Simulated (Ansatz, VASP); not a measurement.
SiC: VASP beside Ansatz

```xyz
2
Lattice="0.0000 2.3189 2.3189 2.3189 0.0000 2.3189 2.1999 2.1999 0.1190" Properties=species:S:1:pos:R:3 pbc="T T T"
Si    0.0000    0.0000    0.0000
C     3.3891    3.3891    3.5677
```

Alike in both runs: task single point; functional PBE; k mesh 12 × 12 × 12; occupations gaussian, width 0.05 eV; no spin polarisation.

|  | VASP | Ansatz |
| --- | --- | --- |
| version | VASP 6.6.1 | Ansatz 0.2.0 |
| potentials or method | VASP PAW PBE potentials, release 64 (Si, C), cutoff 520 eV | scalar-relativistic, plane waves, PAW |
| valence electrons in the cell | 8 | 8 |

VASP gave:

* gap on the k mesh at the Fermi level (eV): 1.18
* least direct gap on the mesh (eV): 3.90
* pressure (GPa): -14.6
* traceless stress, the component that is largest in VASP (GPa): 11.62
* rms of the force components (eV/Å): 0.349

What did Ansatz give for the same quantities?

gap on the k mesh at the Fermi level (eV): 1.19; least direct gap on the mesh (eV): 3.90; pressure (GPa): -14.6; traceless stress, the component that is largest in VASP (GPa): 11.58; rms of the force components (eV/Å): 0.349.

Atom by atom the forces differ by 0.000 eV/Å (rms over components). The functional is the same, so the differences come from potentials, cutoffs and numerics.
